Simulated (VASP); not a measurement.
Sc5Al: single point with PBE

Crystal: Sc5Al.

```
Sc Al
1.0
     3.28464    0.00000    0.00000
     0.00000    3.28464    0.00000
     0.00000    0.00000   13.17063
Sc Al
5 1
Direct
  0.00000 0.00000 0.64252
  0.50000 0.50000 0.82202
  0.00000 0.00000 0.00000
  0.50000 0.50000 0.17798
  0.00000 0.00000 0.35748
  0.50000 0.50000 0.50000
```

```yaml
Program: VASP 6.6.1
Task: single point
Functional: PBE
Potentials_or_basis: VASP PAW PBE potentials, release 64 (Sc_sv, Al)
Cutoff: 520 eV
k_mesh: 12 × 12 × 4
Occupations: gaussian, width 0.1 eV
Spin: no spin polarisation
```

```json
{
 "Pressure": "-1.6 GPa",
 "Band gap on the k mesh": "zero (bands 29 and 30 overlap by 0.71 eV)"
}
```

Forces on the atoms (eV/Å):
```
Sc   0.000  0.000  0.002
Sc   0.000  0.000  0.001
Sc   0.000  0.000  0.000
Sc   0.000  0.000 -0.001
Sc   0.000  0.000 -0.002
Al   0.000  0.000  0.000
```

Levels at points of the mesh, in eV from the Fermi level:
```
           k point  band 26  band 27  band 28  band 29  band 30  band 31  band 32  band 33
(0.00, 0.00, 0.00)    -1.19    -0.51    -0.15     0.11     0.84     1.26     1.31     1.43
(0.50, 0.00, 0.00)    -1.34    -0.79    -0.41     0.11     0.16     0.28     0.63     0.84
(0.50, 0.50, 0.00)    -1.10    -0.86    -0.48    -0.48     0.06     0.06     0.40     0.40
(0.00, 0.00, 0.50)    -1.25    -0.46    -0.30     0.29     0.69     1.27     1.32     1.35
(0.50, 0.00, 0.50)    -1.36    -0.77    -0.36     0.15     0.16     0.16     0.56     0.87
(0.50, 0.50, 0.50)    -0.98    -0.98    -0.42    -0.42    -0.14    -0.14     0.74     0.74
```

Wall time 4 min on 1 thread of Intel(R) Xeon(R) 6975P-C (Granite Rapids) (shared host), peak memory 0.46 GiB.
